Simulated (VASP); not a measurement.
Here is a VASP 6.6.1 calculation.

The input POSCAR:

```
Li
1.0
    7.2053150000      0.0000000000      0.0000000000
    0.0000000000      7.2053150000      0.0000000000
    0.0000000000      0.0000000000      7.2053150000
Li
16
Direct
   -0.0404284892      0.0128655028     -0.0269384475
    0.5104981531      0.0060649673      0.0307550746
   -0.0346133375      0.5153279211      0.0224417669
   -0.0098260798      0.0067311422      0.5062096522
    0.2408638623      0.2338273899      0.2500376458
    0.4814779090      0.4653648036     -0.0191941643
    0.4991454225     -0.0087851815      0.4815056663
    0.7445476013      0.2631807215      0.2492881991
   -0.0174176979      0.5096931918      0.4938854165
    0.2577402931      0.7517506174      0.2453050283
    0.2530770688      0.2095675206      0.7507235978
    0.5152446493      0.5143147801      0.5045858509
    0.7436038535      0.7571077739      0.2585452544
    0.7516812242      0.2578235650      0.7136953763
    0.2589754924      0.7739286901      0.7808957693
    0.7560529970      0.7726796122      0.7215368100
```

File INCAR.step1:

```
SYSTEM = Li
PREC = Accurate
ENCUT = 520
ISMEAR = -1
SIGMA = 0.11
LREAL = Auto
LASPH = .TRUE.
NELM = 100
NBANDS = 38
GGA = PE
ALGO = Normal
EDIFF = 1E-4
LWAVE = .TRUE.
LCHARG = .FALSE.
```

INCAR.step2

```
SYSTEM = Li
PREC = Accurate
ENCUT = 520
EDIFF = 1E-6
ISMEAR = -1
SIGMA = 0.11
LREAL = Auto
LASPH = .TRUE.
NELM = 100
ALGO = Normal
ISIF = 2
LWAVE = .FALSE.
LCHARG = .TRUE.
METAGGA = R2SCAN
LMIXTAU = .TRUE.
LELF = .TRUE.
LVHAR = .TRUE.
NBANDS = 38
ISTART = 1
```

File KPOINTS:

```
regular mesh
0
G
  2 2 2
  0 0 0
```

Potentials or basis: VASP PAW PBE potentials, release 64 (Li_sv).

The run is started by

```sh
$ cat potpaw_PBE.64/Li_sv/POTCAR > POTCAR
$ cp INCAR.step1 INCAR
$ mpirun -np 1 vasp_std > vasp.out
$ cp INCAR.step2 INCAR
$ mpirun -np 1 vasp_std > vasp.out
```

Estimate the largest force.

0.332 eV/Å.

Predict the band gap on the k mesh.

zero (band 24 reaches 0.57 eV, above the bottom of band 25 at -0.29 eV).

Forces in eV/Å, atoms in the order of the input:
```
Li   0.109  0.010  0.230
Li   0.078 -0.021 -0.238
Li   0.133 -0.096 -0.251
Li   0.073 -0.116 -0.266
Li  -0.095  0.148  0.009
Li   0.184  0.250  0.074
Li  -0.020  0.169  0.156
Li  -0.034 -0.108  0.166
Li   0.282 -0.005  0.091
Li  -0.149  0.005 -0.004
Li  -0.034  0.183 -0.090
Li  -0.167 -0.048 -0.101
Li  -0.017  0.013 -0.046
Li  -0.049 -0.155  0.208
Li  -0.085 -0.107 -0.165
Li  -0.209 -0.121  0.228
```

Caveat: the k points lie up to 0.44 Å⁻¹ apart; the PAW data sets were made with another functional, which shifts forces and pressure a little.
